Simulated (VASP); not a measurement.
Zr: relaxation of cell and atoms with r2SCAN+rVV10

The system is Zr.

```
Zr
1.0
     3.23200    0.00000    0.00000
    -1.61600    2.79899    0.00000
     0.00000    0.00000    5.14700
Zr
2
Cartesian
  0.0000 1.8660 1.2868
  1.6160 0.9330 3.8603
```

```yaml
Program: VASP 6.6.1
Task: relaxation of cell and atoms
Functional: r2SCAN
Dispersion: rVV10
Potentials_or_basis: VASP PAW PBE potentials, release 64 (Zr_sv)
Cutoff: 600 eV
k_mesh: 9 × 9 × 5
Occupations: methfessel-paxton, width 0.1 eV
Spin: no spin polarisation
Dipole_correction: no
Further_INCAR_settings: ALGO = Normal; EDIFF = 1e-06; IBRION = 2; EDIFFG = -0.02; NSW = 80; ISIF = 3
```

| Property | Result |
| --- | --- |
| Relaxed volume | 23.30 Å³/atom |
| Relaxed cell | a = 3.230 Å, b = 3.230 Å, c = 5.156 Å, α = 90.00°, β = 90.00°, γ = 120.00° |
| Space group after relaxing (to 0.05 Å) | P6_3/mmc (No. 194) |
| Energy gained by relaxing | 0.0 meV/atom |
| Ionic steps | 2 |
| Pressure after relaxing | 0.0 GPa |
| Band gap on the k mesh | zero (band 12 reaches 10.00 eV, above the bottom of band 13 at 8.69 eV) |

Final structure:
```
CELL_PARAMETERS angstrom
3.23035 0.00000 0.00000
-1.61518 2.79757 0.00000
0.00000 0.00000 5.15564
ATOMIC_POSITIONS crystal
Zr 0.33333 0.66667 0.25000
Zr 0.66667 0.33333 0.75000
```

Levels at points of the mesh, in eV from the Fermi level:
```
           k point  band 10  band 11  band 12  band 13  band 14  band 15
(0.00, 0.00, 0.00)    -3.26     0.93     0.93     0.94     1.06     1.67
```

Run time: 2.6 min on 1 thread of Intel(R) Xeon(R) 6975P-C (Granite Rapids), on a shared host, peak memory 0.33 GiB.

Caveat: the PAW data sets were made with another functional, which shifts forces and pressure a little.
